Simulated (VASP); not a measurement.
Here is a VASP 6.6.1 calculation.

The input POSCAR:

```
CeO2
1.0
    0.0000000000      2.7321936134      2.7321936134
    2.7321936134      0.0000000000      2.7321936134
    2.7321936134      2.7321936134      0.0000000000
Ce O
1 2
Direct
    0.0000000000      0.0000000000      0.0000000000
    0.2500000000      0.2500000000      0.2500000000
    0.7500000000      0.7500000000      0.7500000000
```

INCAR.step1

```
PREC = Accurate ; ENCUT = 800
ISMEAR = -1 ; SIGMA = 0.02
LREAL = False ; LASPH = True
NELM = 200 ; GGA = PE
ALGO = Normal ; EDIFF = 1E-5
LWAVE = True ; LCHARG = False
GGA_COMPAT = False ; IBRION = 2
ISIF = 3 ; EDIFFG = -0.005
NELMIN = 4 ; NSW = 100
LMAXMIX = 6
```

INCAR.step2

```
PREC = Accurate ; ENCUT = 800
EDIFF = 1E-7 ; ISMEAR = -1
SIGMA = 0.02 ; LREAL = False
LASPH = True ; NELM = 200
ALGO = Normal ; ISIF = 3
LWAVE = False ; LCHARG = False
METAGGA = R2SCAN ; LMIXTAU = True
IBRION = 2 ; NSW = 80
EDIFFG = -0.005 ; ISTART = 1
GGA_COMPAT = False ; NELMIN = 4
LMAXMIX = 6
```

The input KPOINTS:

```
Automatic mesh
0
Gamma
  8 8 8
```

Potentials or basis: VASP PAW PBE potentials, release 64 (Ce, O).

Command:

```bash
$ cat potpaw_PBE.64/Ce/POTCAR potpaw_PBE.64/O/POTCAR > POTCAR
$ cp INCAR.step1 INCAR
$ mpirun -np 1 vasp_std > vasp.out
$ cp INCAR.step2 INCAR
$ mpirun -np 1 vasp_std > vasp.out
```

Problem. Estimate the space group after relaxing (to 0.1 Å).

Solution. Fm-3m (No. 225).

Problem. What does it give for the relaxed cell?

Solution. a = 3.844 Å, b = 3.844 Å, c = 3.844 Å, α = 60.00°, β = 60.00°, γ = 60.00°.

Problem. Estimate the band gap on the k mesh.

Solution. 2.17 eV (least direct gap 2.29 eV).

Problem. Estimate the relaxed volume.

Solution. 13.39 Å³/atom.

Final structure:
```cif
data_structure
_symmetry_space_group_name_H-M 'P 1'
_symmetry_Int_Tables_number 1
_cell_length_a 3.8443
_cell_length_b 3.8443
_cell_length_c 3.8443
_cell_angle_alpha 60.000
_cell_angle_beta 60.000
_cell_angle_gamma 60.000
_cell_volume 40.17
loop_
_atom_site_label
_atom_site_type_symbol
_atom_site_fract_x
_atom_site_fract_y
_atom_site_fract_z
_atom_site_occupancy
Ce1 Ce 0.00000 0.00000 0.00000 1
O1 O 0.25000 0.25000 0.25000 1
O2 O 0.75000 0.75000 0.75000 1
```

Caveat: the PAW data sets were made with another functional, which shifts forces and pressure a little; spin-orbit coupling is left out, which moves the levels of the heavy elements. Spin polarisation is off, so any magnetic state and its effect on volume and gap are missing.
